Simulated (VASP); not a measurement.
Wanted: the native input for a VASP 6.6.1 run.

* Task: relaxation of the atoms
* Functional: PBEsol
* Potentials or basis: VASP PAW PBE potentials, release 64 (Zn, O)
* Cutoff: 520 eV
* k mesh: 12 × 12 × 6
* Occupations: gaussian, width 0.02 eV
* Spin: no spin polarisation
* Dipole correction: no
* Further INCAR settings: ALGO = Normal; EDIFF = 1e-06; IBRION = 2; EDIFFG = -0.008; NSW = 60

The structure of ZnO lies in POSCAR:

```
ZnO
1.0
    3.2304736098      0.0000000000      0.0000000000
   -1.6152368049      2.7976722123      0.0000000000
    0.0000000000      0.0000000000      5.3183571226
Zn O
2 2
Direct
    0.6666666667      0.3333333333      0.5006434761
    0.3333333333      0.6666666667      0.0006434761
    0.6666666667      0.3333333333      0.8796665239
    0.3333333333      0.6666666667      0.3796665239
```

This cell differs from its parent crystal: strain along c alone, the other axes held: +2.0 %.

One way to write it, as run:

INCAR

```
SYSTEM = ZnO
ALGO = Normal
EDIFF = 1E-6
EDIFFG = -0.008
ENCUT = 520
GGA = PS
IBRION = 2
ISIF = 2
ISMEAR = 0
LASPH = .TRUE.
LCHARG = .FALSE.
LREAL = .FALSE.
LWAVE = .FALSE.
NELM = 60
NSW = 60
PREC = Accurate
SIGMA = 0.02
```

KPOINTS

```
k-points
0
G
  12 12 6
  0 0 0
```

Potentials or basis: VASP PAW PBE potentials, release 64 (Zn, O).

Command:

```bash
$ cat potpaw_PBE.64/Zn/POTCAR potpaw_PBE.64/O/POTCAR > POTCAR
$ mpirun -np 1 vasp_std > vasp.out
```

It gave:

```yaml
Energy_gained_by_relaxing: 1.0 meV/atom
Ionic_steps: 3
Pressure_after_relaxing: -1.9 GPa
Largest_force_after_relaxing: 0.006 eV/Å
Band_gap_on_the_k_mesh: 0.63 eV
```

Caveat: the cell differs from its parent crystal (strain along c alone, the other axes held: +2.0 %); the PAW data sets were made with another functional, which shifts forces and pressure a little.

Wall time 3.2 min on 1 thread of Intel Xeon 8259CL (shared host), peak memory 0.21 GiB.
